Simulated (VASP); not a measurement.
A run of VASP 6.6.1 is set up as follows.

File INCAR:

```
SYSTEM = Ho2BN3
  PREC = Accurate
  ENCUT = 600
  EDIFF = 1E-6
  ISMEAR = 0
  SIGMA = 0.1
  LREAL = .FALSE.
  LASPH = .TRUE.
  NELM = 200
  ALGO = Normal
  ISIF = 2
  LWAVE = .FALSE.
  LCHARG = .FALSE.
  GGA = PE
  NBANDS = 27
  GGA_COMPAT = .FALSE.
  LMAXMIX = 6
```

KPOINTS

```
regular mesh
0
G
  6 6 8
  0 0 0
```

POSCAR

```
Ho2BN3
1.0
    7.2057305290      0.0000000000      0.0000000000
   -3.6028652645      6.2403456909      0.0000000000
    0.0000000000      0.0000000000      6.2778497140
Ho B N
2 1 3
Direct
    0.3333333333      0.6666666667      0.0000000000
    0.6666666667      0.3333333333      0.0000000000
    0.0000000000      0.0000000000      0.0000000000
    0.5000000000      0.0000000000      0.0000000000
    0.0000000000      0.5000000000      0.0000000000
    0.5000000000      0.5000000000      0.0000000000
```

Potentials or basis: VASP PAW PBE potentials, release 64 (Ho_3, B, N), 4f in core.

Launch:

```sh
$ cat potpaw_PBE.64/Ho_3/POTCAR potpaw_PBE.64/B/POTCAR potpaw_PBE.64/N/POTCAR > POTCAR
$ mpirun -np 1 vasp_std > vasp.out
```

(1) Estimate the pressure.

(2) What does it give for the band gap on the k mesh?

Results:

(1) 0.3 GPa.

(2) zero (bands 18 and 19 overlap by 0.39 eV).

Caveat: spin-orbit coupling is left out, which moves the levels of the heavy elements; the 4f electrons are frozen in the core, so they carry no moment and show no levels; the run has no spin polarisation, though such a crystal can be magnetic.
